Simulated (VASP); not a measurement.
## MoPt: relaxation of volume and atoms at fixed shape with LDA

MoPt:

```
Mo Pt
1.0
     2.82147    0.00000    0.00000
    -1.41074    2.44347    0.00000
     0.00000    0.00000    4.52709
Mo Pt
1 1
Cartesian
  1.4107 0.8145 0.0000
  0.0000 1.6290 2.2635
```

```yaml
Program: VASP 6.6.1
Task: relaxation of volume and atoms at fixed shape
Functional: LDA
Potentials_or_basis: VASP PAW LDA potentials, release 64 (Mo_sv, Pt)
Cutoff: 600 eV
k_mesh: 8 × 8 × 5
Occupations: fermi-dirac, width 0.1 eV
Spin: no spin polarisation
Dipole_correction: no
Further_INCAR_settings: ALGO = Normal; EDIFF = 1e-07; IBRION = 2; EDIFFG = -0.03; NSW = 60; ISIF = 8
```

- Relaxed volume: 14.79 Å³/atom
- Relaxed cell: a = 2.772 Å, b = 2.772 Å, c = 4.447 Å, α = 90.00°, β = 90.00°, γ = 120.00°
- Space group after relaxing (to 0.1 Å): P-6m2 (No. 187)
- Energy gained by relaxing: 39.8 meV/atom
- Ionic steps: 4
- Pressure after relaxing: -0.2 GPa
- Band gap on the k mesh: zero (bands 12 and 13 overlap by 2.04 eV)

Stress tensor (GPa, compression positive):
```
-2.08  0.00  0.00
 0.00 -2.08  0.00
 0.00  0.00  3.43
```

Step by step:
```
step  energy change (eV)  largest force (eV/Å)  pressure (GPa)  volume (Å³)
   1              0.0000                0.0000          -14.71        31.21
   2              0.7702                0.0000           72.29        25.18
   3             -0.0794                0.0000           -1.08        29.67
   4             -0.0797                0.0000           -0.24        29.58
```

Final structure:
```
Mo Pt
1.0
     2.77161    0.00000    0.00000
    -1.38581    2.40029    0.00000
     0.00000    0.00000    4.44708
Mo Pt
1 1
Direct
  0.66667 0.33333 0.00000
  0.33333 0.66667 0.50000
```

Levels at points of the mesh, in eV from the Fermi level:
| k point | band 10 | band 11 | band 12 | band 13 | band 14 | band 15 |
| --- | --- | --- | --- | --- | --- | --- |
| (0.00, 0.00, 0.00) | -2.65 | -2.65 | -0.78 | -0.78 | 0.26 | 2.19 |
| (0.50, 0.00, 0.00) | -2.35 | -1.72 | -0.57 | 2.46 | 2.94 | 4.14 |

Wall time 72 s on 1 thread of Intel Xeon 8259CL (shared host), peak memory 0.16 GiB.

Caveat: spin-orbit coupling is left out, which moves the levels of the heavy elements.
